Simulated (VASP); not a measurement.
# Li (Im-3m) in VASP: relaxation of cell and atoms with LDA

Aim: the relaxation of cell and atoms of Li with LDA.

All numbers are computed with VASP 6.6.1; they aren't measurements. Logs are shortened: lines on timing, memory, paths and dates and some standing lists are left out, and cuts for length are marked.

### 1 The cell of the first run

The structure is cubic, space group Im-3m (No. 229). Conventional cell: a = 3.450 Å, b = 3.450 Å, c = 3.450 Å, α = 90.00°, β = 90.00°, γ = 90.00°. Li (site symmetry m-3m) has 14 Li at 2.99 to 3.45 Å within 3.9 Å.

### 2 Relaxation of cell and atoms, LDA

INCAR reads:

```
PREC = Accurate
ENCUT = 600
EDIFF = 1E-6
ISMEAR = 1
SIGMA = 0.1
LREAL = F
LASPH = T
NELM = 100
ALGO = Normal
ISIF = 3
LWAVE = F
LCHARG = F
GGA = CA
IBRION = 2
NSW = 80
EDIFFG = -0.005
```

KPOINTS reads:

```
regular mesh
0
Gamma
  20 20 20
```

POSCAR reads:

```
Li
1.0
    3.4500000000      0.0000000000      0.0000000000
    0.0000000000      3.4500000000      0.0000000000
    0.0000000000      0.0000000000      3.4500000000
Li
2
Direct
    0.0000000000      0.0000000000      0.0000000000
    0.5000000000      0.5000000000      0.5000000000
```

Potentials or basis: VASP PAW LDA potentials, release 64 (Li_sv).

The run is started by

```
$ cat potpaw_LDA.64/Li_sv/POTCAR > POTCAR
$ mpirun -np 1 vasp_std > vasp.out
```

OUTCAR:

```text
PREC = Accurate
   ENCUT = 600
   EDIFF = 1E-6
   ISMEAR = 1
   LREAL = F
   LASPH = T
   NELM = 100
   ISIF = 3
   GGA = CA
   IBRION = 2
   NSW = 80
   EDIFFG = -0.005

 ion  position               nearest neighbor table
   1  0.000  0.000  0.000-
   2  0.500  0.500  0.500-

  LATTYP: Found a simple cubic cell.
 ALAT       =     3.4500000000

  Lattice vectors:

 A1 = (   3.4500000000,   0.0000000000,   0.0000000000)
 A2 = (   0.0000000000,   3.4500000000,   0.0000000000)
 A3 = (   0.0000000000,   0.0000000000,   3.4500000000)

Analysis of symmetry for initial positions (statically):
=====================================================================
 Subroutine PRICEL returns following result:

  LATTYP: Found a body centered cubic cell.
 ALAT       =     3.4500000000

  Lattice vectors:

 A1 = (   1.7250000000,   1.7250000000,  -1.7250000000)
 A2 = (  -1.7250000000,   1.7250000000,   1.7250000000)
 A3 = (   1.7250000000,  -1.7250000000,   1.7250000000)

   2 primitive cells build up your supercell.

 Routine SETGRP: Setting up the symmetry group for a
 simple cubic supercell.

 Subroutine GETGRP returns: Found 48 space group operations
 (whereof 48 operations were pure point group operations)
 out of a pool of 48 trial point group operations.

The static configuration has the point symmetry O_h .

Analysis of symmetry for dynamics (positions and initial velocities):
=====================================================================
 Subroutine PRICEL returns following result:

  LATTYP: Found a body centered cubic cell.
 ALAT       =     3.4500000000

  Lattice vectors:

 A1 = (   1.7250000000,   1.7250000000,  -1.7250000000)
 A2 = (  -1.7250000000,   1.7250000000,   1.7250000000)
 A3 = (   1.7250000000,  -1.7250000000,   1.7250000000)

   2 primitive cells build up your supercell.

 Routine SETGRP: Setting up the symmetry group for a
 simple cubic supercell.

 Subroutine GETGRP returns: Found 48 space group operations
 (whereof 48 operations were pure point group operations)
 out of a pool of 48 trial point group operations.

The dynamic configuration has the point symmetry O_h .

 Subroutine INISYM returns: Found 48 space group operations
 (whereof 48 operations are pure point group operations),
 and found     2 'primitive' translations

----------------------------------------------------------------------------------------

                                     Primitive cell

  volume of cell :      20.5318

  direct lattice vectors                    reciprocal lattice vectors
     1.725000000  1.725000000 -1.725000000     0.289855072  0.289855072  0.000000000
    -1.725000000  1.725000000  1.725000000    -0.000000000  0.289855072  0.289855072
     1.725000000 -1.725000000  1.725000000     0.289855072  0.000000000  0.289855072

  length of vectors
     2.987787643  2.987787643  2.987787643     0.409916975  0.409916975  0.409916975

  position of ions in fractional coordinates (direct lattice)
     0.000000000  0.000000000  0.000000000

  ion indices of the primitive-cell ions
   primitive index   ion index
                 1           1

----------------------------------------------------------------------------------------

 KPOINTS: regular mesh

Automatic generation of k-mesh.
 Grid dimensions read from file:
 generate k-points for:   20   20   20

 Generating k-lattice:

  Cartesian coordinates                     Fractional coordinates (reciprocal lattice)
     0.014492754  0.000000000  0.000000000     0.050000000  0.000000000  0.000000000
     0.000000000  0.014492754  0.000000000     0.000000000  0.050000000  0.000000000
     0.000000000  0.000000000  0.014492754     0.000000000  0.000000000  0.050000000

  Length of vectors
     0.014492754  0.014492754  0.014492754

  Shift w.r.t. Gamma in fractional coordinates (k-lattice)
     0.000000000  0.000000000  0.000000000

 Subroutine IBZKPT returns following result:
 ===========================================

 Found    286 irreducible k-points:

 Following reciprocal coordinates:
            Coordinates               Weight
  0.000000  0.000000  0.000000      1.000000
  0.050000  0.000000  0.000000      6.000000
  0.100000  0.000000  0.000000      6.000000
  0.150000  0.000000  0.000000      6.000000
  0.200000  0.000000  0.000000      6.000000
  0.250000  0.000000  0.000000      6.000000
[... 16 lines left out ...]
  0.150000  0.100000  0.000000     24.000000
  0.200000  0.100000  0.000000     24.000000
 [... further k-points ...]
   k-points           NKPTS =    286   k-points in BZ     NKDIM =    286   number of bands    NBANDS=      7
   number of dos      NEDOS =    301   number of ions     NIONS =      2
   total plane-waves  NPLWV =  21952
   dimension x,y,z NGX =    28 NGY =   28 NGZ =   28
   dimension x,y,z NGXF=    56 NGYF=   56 NGZF=   56
   ions per type =               2
   NGX,Y,Z   is equivalent  to a cutoff of  13.49, 13.49, 13.49 a.u.
   NGXF,Y,Z  is equivalent  to a cutoff of  26.98, 26.98, 26.98 a.u.
 SYSTEM =  unknown system
   PREC   = accura    normal or accurate (medium, high low for compatibility)
   ISTART =      0    job   : 0-new  1-cont  2-samecut
   ICHARG =      2    charge: 1-file 2-atom 10-const
   ISPIN  =      1    spin polarized calculation?
   LNONCOLLINEAR =      F non collinear calculations
   LSORBIT =      F    spin-orbit coupling
   LASPH  =      T    aspherical Exc in radial PAW
   ENCUT  =  600.0 eV  44.10 Ry    6.64 a.u.   6.89  6.89  6.89*2*pi/ulx,y,z
   NELM   =    100;   NELMIN=  2; NELMDL= -5     # of ELM steps
   EDIFF  = 0.1E-05   stopping-criterion for ELM
   LREAL  =      F    real-space projection
   EDIFFG = -.5E-02   stopping-criterion for IOM
   NSW    =     80    number of steps for IOM
   IBRION =      2    ionic relax: 0-MD 1-quasi-New 2-CG
   NFREE  =      1    steps in history (QN), initial steepest desc. (CG)
   ISIF   =      3    stress and relaxation
   ISYM   =      2    0-nonsym 1-usesym 2-fastsym
   POTIM  = 0.5000    time-step for ionic-motion
   TEBEG  =    0.0;   TEEND  =   0.0 temperature during run
   PSTRESS=    0.0 pullay stress
   NELECT =       6.0000    total number of electrons
   NUPDOWN=      -1.0000    fix difference up-down
   EMIN   =  10.00;   EMAX   =-10.00  energy-range for DOS
   EFERMI =   0.00;   METHOD = LEGACY
   ISMEAR =     1;   SIGMA  =   0.10  broadening in eV -4-tet -1-fermi 0-gaus
   EFERMI_NEDOS =   21; number of points for ismear=-14 and -15
   IALGO  =     38    algorithm
   IMIX   =      4    mixing-type and parameters
     AMIX     =   0.40;   BMIX     =  1.00
     AMIX_MAG =   1.60;   BMIX_MAG =  1.00
  volume/ion in A,a.u.               =      20.53       138.56
  Fermi-wavevector in a.u.,A,eV,Ry     =   0.862262  1.629440 10.115885  0.743497
  Thomas-Fermi vector in A             =   1.980039
   LORBIT       =      0    0 simple, 1 ext, 2 COOP (PROOUT), +10 PAW based schemes
   GGA     = CA    functional components
   LHFCALC =     F    Hartree Fock is set to
   AEXX    =    0.0000 exact exchange contribution
   IVDW    =     0    specifies the selected vdW correction
   LEPSILON=     F    determine dielectric tensor
   LRPA    =     F    only Hartree local field effects (RPA)
 conjugate gradient relaxation of ions
 non-spin polarized calculation
 Methfessel and Paxton  Order N= 1 SIGMA  =   0.10
  energy-cutoff  :      600.00
  volume of cell :       41.06
 maximum number of plane-waves:      1406
 NGX is ok and might be reduce to    28
   NGX = 13   NGY = 13   NGZ = 13

--------------------------------------- Ionic step        1  -------------------------------------------

 number of electron       6.0000008 magnetization

 Free energy of the ion-electron system (eV)
  ---------------------------------------------------
  ext. energy  EPLUGINS =         0.00000000
  ---------------------------------------------------
  free energy    TOTEN  =        -4.07758875 eV

  energy without entropy =       -4.07710003  energy(sigma->0) =       -4.07742584

------------------------ aborting loop because EDIFF is reached ----------------------------------------

  FORCE on cell =-STRESS in cart. coord.  units (eV):
  Direction    XX          YY          ZZ          XY          YZ          ZX
  --------------------------------------------------------------------------------------
  -------------------------------------------------------------------------------------
  Total       -0.2937022     -0.2937022     -0.2937022      0.0000000     -0.0000000      0.0000000
  in kB      -11.4593631    -11.4593631    -11.4593631      0.0000000     -0.0000000      0.0000000
  external PRESSURE =     -11.4593631 kB  Pullay stress =       0.0000000 kB
[... 93 lines left out ...]
  energy  without entropy=       -4.0901733320  energy(sigma->0) =       -4.09048152

--------------------------------------- Ionic step        4  -------------------------------------------

 number of electron       5.9999978 magnetization

 Free energy of the ion-electron system (eV)
  ---------------------------------------------------
  ext. energy  EPLUGINS =         0.00000000
  ---------------------------------------------------
  free energy    TOTEN  =        -4.09131227 eV

  energy without entropy =       -4.09086528  energy(sigma->0) =       -4.09116328

 E-fermi :   0.8618     XC(G=0):  -7.3473

 val. band max:        0.8442634795   @ k =   0.4000   0.0500   0.0500
 cond. band min:       0.8623302102   @ k =   0.4000   0.4000   0.2500
 fundamental gap:      0.0180667307
 Fermi energy:         0.8617806560

 k-point     1 :       0.0000    0.0000    0.0000
  band No.  band energies     occupation
      1     -44.6623      2.00000
      2     -44.6133      2.00000
      3      -2.7619      2.00000
      4       6.5524      0.00000
      5       6.5524      0.00000
      6       6.5524      0.00000
      7       9.0430      0.00000
[... 221 lines left out ...]
 k-point    24 :       0.2000    0.1000    0.0000
  band No.  band energies     occupation
      1     -44.6556      2.00000
      2     -44.6180      2.00000
      3      -2.2839      2.00000
      4       3.7006      0.00000
      5       6.1403      0.00000
      6       7.1938      0.00000
      7      10.5993      0.00000

 [... further k-points ...]

------------------------ aborting loop because EDIFF is reached ----------------------------------------

  FORCE on cell =-STRESS in cart. coord.  units (eV):
  Direction    XX          YY          ZZ          XY          YZ          ZX
  --------------------------------------------------------------------------------------
  -------------------------------------------------------------------------------------
  Total        0.0050957      0.0050957      0.0050957      0.0000000      0.0000000     -0.0000000
  in kB        0.2180474      0.2180474      0.2180474      0.0000000      0.0000000     -0.0000000
  external PRESSURE =       0.2180474 kB  Pullay stress =       0.0000000 kB
[... 17 lines left out ...]
  FREE ENERGIE OF THE ION-ELECTRON SYSTEM (eV)
  ---------------------------------------------------
  free  energy   TOTEN  =        -4.0913122748 eV

  energy  without entropy=       -4.0908652811  energy(sigma->0) =       -4.09116328

 reached required accuracy - stopping structural energy minimisation
```

It took 4 min on 1 thread of Oxide Virtual Turin-like, shared host; peak memory 0.16 GiB.

Results:

```yaml
Free_energy: -4.0913 eV
Relaxed_volume: 18.72 Å³/atom
Relaxed_cell: a = 3.345 Å, b = 3.345 Å, c = 3.345 Å, α = 90.00°, β = 90.00°, γ = 90.00°
Space_group_after_relaxing_to_0.05_Å: Im-3m (No. 229)
Energy_gained_by_relaxing: 6.9 meV/atom
Ionic_steps: 4
Pressure_after_relaxing: 0.0 GPa
Band_gap_on_the_k_mesh: zero (band 3 reaches 4.35 eV, above the bottom of band 4 at -0.31 eV)
```

The path:
```
step  energy change (eV)  largest force (eV/Å)  pressure (GPa)  volume (Å³)
   1              0.0000                0.0000           -1.15        41.06
   2             -0.0056                0.0000           -0.92        40.20
   3             -0.0130                0.0000           -0.29        38.25
   4             -0.0137                0.0000            0.02        37.44
```

Final structure:
```
Li
1.0
     3.34544    0.00000    0.00000
     0.00000    3.34544    0.00000
     0.00000    0.00000    3.34544
Li
2
Direct
  0.00000 0.00000 0.00000
  0.50000 0.50000 0.50000
```

Caveat: the cutoff is under 1.25 times the usual one of these potentials, so pressure, stress and relaxed cells hold a basis-set (Pulay) error.
